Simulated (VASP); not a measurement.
# BaTiO3 (P4mm) in VASP: further runs, part 2 of 3

VASP 6.6.1. Earlier steps stand in the parts before.

**3. Single point, LDA (volume scaled by 1.06)**

The input, INCAR:

```
PREC = Accurate
ENCUT = 520
EDIFF = 1E-7
ISMEAR = -1
SIGMA = 0.05
LREAL = False
LASPH = True
NELM = 80
ALGO = Normal
ISIF = 2
LWAVE = False
LCHARG = False
GGA = CA
NBANDS = 28
```

The input, KPOINTS:

```
regular mesh
0
Gamma
  7 7 7
```

The input, POSCAR:

```
BaTiO3
1.0
    4.0782473671      0.0000000000      0.0000000000
    0.0000000000      4.0782473671      0.0000000000
    0.0000000000      0.0000000000      4.0968043205
Ba Ti O
1 1 3
Direct
    0.0000000000      0.0000000000      0.0000000000
    0.5000000000      0.5000000000      0.4900000000
    0.0000000000      0.5000000000      0.5170000000
    0.5000000000      0.0000000000      0.5170000000
    0.5000000000      0.5000000000      0.0190000000
```

Potentials or basis: VASP PAW LDA potentials, release 64 (Ba_sv, Ti_sv, O).

Run with:

```console
$ cat potpaw_LDA.64/Ba_sv/POTCAR potpaw_LDA.64/Ti_sv/POTCAR potpaw_LDA.64/O/POTCAR > POTCAR
$ mpirun -np 1 vasp_std > vasp.out
```

OUTCAR:

```text
PREC = Accurate
   ENCUT = 520
   EDIFF = 1E-7
   ISMEAR = -1
   LREAL = False
   LASPH = True
   NELM = 80
   ISIF = 2
   GGA = CA

 ion  position               nearest neighbor table
   1  0.000  0.000  0.000-   3 2.84   4 2.84   3 2.84   4 2.84   5 2.88   5 2.88   5 2.88   5 2.88
                             4 2.94   3 2.94   4 2.94   3 2.94   2 3.51   2 3.51   2 3.51   2 3.51
   2  0.500  0.500  0.490-   5 1.93   4 2.04   3 2.04   4 2.04   3 2.04   5 2.17   1 3.51   1 3.51
                             1 3.51   1 3.51   1 3.56   1 3.56   1 3.56   1 3.56
   3  0.000  0.500  0.517-   2 2.04   2 2.04   1 2.84   1 2.84   1 2.94   1 2.94
   4  0.500  0.000  0.517-   2 2.04   2 2.04   1 2.84   1 2.84   1 2.94   1 2.94
   5  0.500  0.500  0.019-   2 1.93   2 2.17   1 2.88   1 2.88   1 2.88   1 2.88

  LATTYP: Found a simple tetragonal cell.
 ALAT       =     4.0782473671
 C/A-ratio  =     1.0045502275

  Lattice vectors:

 A1 = (   4.0782473671,   0.0000000000,   0.0000000000)
 A2 = (   0.0000000000,   4.0782473671,   0.0000000000)
 A3 = (   0.0000000000,   0.0000000000,   4.0968043205)

Analysis of symmetry for initial positions (statically):
=====================================================================
 Subroutine PRICEL returns:
 Original cell was already a primitive cell.

 Routine SETGRP: Setting up the symmetry group for a
 simple tetragonal supercell.

 Subroutine GETGRP returns: Found  8 space group operations
 (whereof  8 operations were pure point group operations)
 out of a pool of 16 trial point group operations.

The static configuration has the point symmetry C_4v.

Analysis of symmetry for dynamics (positions and initial velocities):
=====================================================================
 Subroutine PRICEL returns:
 Original cell was already a primitive cell.

 Routine SETGRP: Setting up the symmetry group for a
 simple tetragonal supercell.

 Subroutine GETGRP returns: Found  8 space group operations
 (whereof  8 operations were pure point group operations)
 out of a pool of 16 trial point group operations.

The dynamic configuration has the point symmetry C_4v.

 Subroutine INISYM returns: Found  8 space group operations
 (whereof  8 operations are pure point group operations),
 and found     1 'primitive' translations

----------------------------------------------------------------------------------------

                                     Primitive cell

  volume of cell :      68.1385

  direct lattice vectors                    reciprocal lattice vectors
     4.078247367  0.000000000  0.000000000     0.245203370  0.000000000  0.000000000
     0.000000000  4.078247367  0.000000000     0.000000000  0.245203370  0.000000000
     0.000000000  0.000000000  4.096804321     0.000000000  0.000000000  0.244092693

  length of vectors
     4.078247367  4.078247367  4.096804321     0.245203370  0.245203370  0.244092693

  position of ions in fractional coordinates (direct lattice)
     0.000000000  0.000000000  0.000000000
     0.500000000  0.500000000  0.490000000
     0.000000000  0.500000000  0.517000000
     0.500000000  0.000000000  0.517000000
     0.500000000  0.500000000  0.019000000

  ion indices of the primitive-cell ions
   primitive index   ion index
[... 21 lines left out ...]
  Length of vectors
     0.035029053  0.035029053  0.034870385

  Shift w.r.t. Gamma in fractional coordinates (k-lattice)
     0.000000000  0.000000000  0.000000000

 Subroutine IBZKPT returns following result:
 ===========================================

 Found     40 irreducible k-points:

 Following reciprocal coordinates:
            Coordinates               Weight
  0.000000  0.000000  0.000000      1.000000
  0.142857  0.000000  0.000000      4.000000
  0.285714  0.000000  0.000000      4.000000
  0.428571  0.000000  0.000000      4.000000
  0.142857  0.142857  0.000000      4.000000
  0.285714  0.142857  0.000000      8.000000
[... 16 lines left out ...]
  0.285714  0.000000  0.285714      8.000000
  0.428571  0.000000  0.285714      8.000000
 [... further k-points ...]
   k-points           NKPTS =     40   k-points in BZ     NKDIM =     40   number of bands    NBANDS=     28
   number of dos      NEDOS =    301   number of ions     NIONS =      5
   total plane-waves  NPLWV =  27000
   dimension x,y,z NGX =    30 NGY =   30 NGZ =   30
   dimension x,y,z NGXF=    60 NGYF=   60 NGZF=   60
   ions per type =               1   1   3
   NGX,Y,Z   is equivalent  to a cutoff of  12.23, 12.23, 12.17 a.u.
   NGXF,Y,Z  is equivalent  to a cutoff of  24.46, 24.46, 24.35 a.u.
 SYSTEM =  unknown system
   PREC   = accura    normal or accurate (medium, high low for compatibility)
   ISTART =      0    job   : 0-new  1-cont  2-samecut
   ICHARG =      2    charge: 1-file 2-atom 10-const
   ISPIN  =      1    spin polarized calculation?
   LNONCOLLINEAR =      F non collinear calculations
   LSORBIT =      F    spin-orbit coupling
   LASPH  =      T    aspherical Exc in radial PAW
   ENCUT  =  520.0 eV  38.22 Ry    6.18 a.u.   7.58  7.58  7.62*2*pi/ulx,y,z
   NELM   =     80;   NELMIN=  2; NELMDL= -5     # of ELM steps
   EDIFF  = 0.1E-06   stopping-criterion for ELM
   LREAL  =      F    real-space projection
   EDIFFG = 0.1E-05   stopping-criterion for IOM
   NSW    =      0    number of steps for IOM
   IBRION =     -1    ionic relax: 0-MD 1-quasi-New 2-CG
   NFREE  =      0    steps in history (QN), initial steepest desc. (CG)
   ISIF   =      2    stress and relaxation
   ISYM   =      2    0-nonsym 1-usesym 2-fastsym
   POTIM  = 0.5000    time-step for ionic-motion
   TEBEG  =    0.0;   TEEND  =   0.0 temperature during run
   PSTRESS=    0.0 pullay stress
   NELECT =      40.0000    total number of electrons
   NUPDOWN=      -1.0000    fix difference up-down
   EMIN   =  10.00;   EMAX   =-10.00  energy-range for DOS
   EFERMI =   0.00;   METHOD = LEGACY
   ISMEAR =    -1;   SIGMA  =   0.05  broadening in eV -4-tet -1-fermi 0-gaus
   EFERMI_NEDOS =   21; number of points for ismear=-14 and -15
   IALGO  =     38    algorithm
   IMIX   =      4    mixing-type and parameters
     AMIX     =   0.40;   BMIX     =  1.00
     AMIX_MAG =   1.60;   BMIX_MAG =  1.00
  volume/ion in A,a.u.               =      13.63        91.96
  Fermi-wavevector in a.u.,A,eV,Ry     =   1.370768  2.590376 25.565424  1.879006
  Thomas-Fermi vector in A             =   2.496525
   LORBIT       =      0    0 simple, 1 ext, 2 COOP (PROOUT), +10 PAW based schemes
   GGA     = CA    functional components
   LHFCALC =     F    Hartree Fock is set to
   AEXX    =    0.0000 exact exchange contribution
   IVDW    =     0    specifies the selected vdW correction
   LEPSILON=     F    determine dielectric tensor
   LRPA    =     F    only Hartree local field effects (RPA)
 non-spin polarized calculation
  energy-cutoff  :      520.00
  volume of cell :       68.14
 maximum number of plane-waves:      1849
   NGX = 15   NGY = 15   NGZ = 15

 number of electron      39.9999985 magnetization

 Free energy of the ion-electron system (eV)
  ---------------------------------------------------
  ext. energy  EPLUGINS =         0.00000000
  ---------------------------------------------------
  free energy    TOTEN  =       -43.85696479 eV

  energy without entropy =      -43.85696478  energy(sigma->0) =      -43.85696479

 E-fermi :   3.8857     XC(G=0): -11.4252

 val. band max:        3.0000547287   @ k =   0.4286   0.4286   0.4286
 cond. band min:       4.6608207738   @ k =   0.0000   0.0000   0.0000
 fundamental gap:      1.6607660451
 Fermi energy:         3.8857297373

 k-point     1 :       0.0000    0.0000    0.0000
  band No.  band energies     occupation
      1     -52.9976      2.00000
      2     -29.6062      2.00000
      3     -29.5814      2.00000
      4     -29.5814      2.00000
      5     -21.7500      2.00000
      6     -13.3808      2.00000
[... 733 lines left out ...]
     27      11.0511      0.00000
     28      11.4871      0.00000

 [... further k-points ...]
[... 5 lines left out ...]
  --------------------------------------------------------------------------------------
  -------------------------------------------------------------------------------------
  Total       -6.3635713     -6.3635713     -6.0397759      0.0000000     -0.0000000      0.0000000
  in kB     -149.6301630   -149.6301630   -142.0165819      0.0000000     -0.0000000      0.0000000
  external PRESSURE =    -147.0923026 kB  Pullay stress =       0.0000000 kB

 VOLUME and BASIS-vectors are now :
 -----------------------------------------------------------------------------
  energy-cutoff  :      520.00
  volume of cell :       68.14
      direct lattice vectors                 reciprocal lattice vectors
     4.078247367  0.000000000  0.000000000     0.245203370  0.000000000  0.000000000
     0.000000000  4.078247367  0.000000000     0.000000000  0.245203370  0.000000000
     0.000000000  0.000000000  4.096804321     0.000000000  0.000000000  0.244092693

 POSITION                                       TOTAL-FORCE (eV/Angst)
 -----------------------------------------------------------------------------------
      0.00000      0.00000      0.00000        -0.000000      0.000000     -0.012940
      2.03912      2.03912      2.00743        -0.000000     -0.000000     -0.415129
      0.00000      2.03912      2.11805         0.000000      0.000000     -0.136244
      2.03912      0.00000      2.11805        -0.000000      0.000000     -0.136244
      2.03912      2.03912      0.07784        -0.000000      0.000000      0.700556
 -----------------------------------------------------------------------------------
    total drift:                                0.000000      0.000000     -0.000052

  FREE ENERGIE OF THE ION-ELECTRON SYSTEM (eV)
  ---------------------------------------------------
  free  energy   TOTEN  =       -43.8569647895 eV

  energy  without entropy=      -43.8569647839  energy(sigma->0) =      -43.85696479
```

stdout:

```text
POSCAR found type information on POSCAR BaTiO
 POSCAR found :  3 types and       5 ions
 scaLAPACK will be used
 LDA part: xc-table for (Slater(with rela. corr.)+CA(PZ))
 , standard interpolation
 POSCAR, INCAR and KPOINTS ok, starting setup
 FFT: planning ... GRIDC
 FFT: planning ... GRID_SOFT
 FFT: planning ... GRID
 WAVECAR not read
 entering main loop
```

Run time: 35 s. Hardware: 1 thread of Intel Xeon 6975P-C (Granite Rapids), shared host; peak memory 0.2 GiB.

Results:

```
Free energy            : -43.8570 eV
Pressure               : -14.7 GPa
Largest force          : 0.701 eV/Å
Band gap on the k mesh : 1.66 eV, indirect (least direct gap 1.90 eV)
```

Forces on the atoms (eV/Å):
```
Ba   0.000  0.000 -0.013
Ti   0.000  0.000 -0.415
O    0.000  0.000 -0.136
O    0.000  0.000 -0.136
O    0.000  0.000  0.701
```

Stress tensor (GPa, compression positive):
```
-14.96   0.00   0.00
  0.00 -14.96   0.00
  0.00   0.00 -14.20
```

Levels at points of the mesh, in eV from the valence-band top:
| k point | band 17 | band 18 | band 19 | band 20 | band 21 | band 22 | band 23 | band 24 |
| --- | --- | --- | --- | --- | --- | --- | --- | --- |
| (0.00, 0.00, 0.00) | -0.97 | -0.25 | -0.24 | -0.24 | 1.66 | 1.87 | 1.87 | 3.70 |

Caveat: spin-orbit coupling is left out, which moves the levels of the heavy elements.

[end of part 2 of 3]
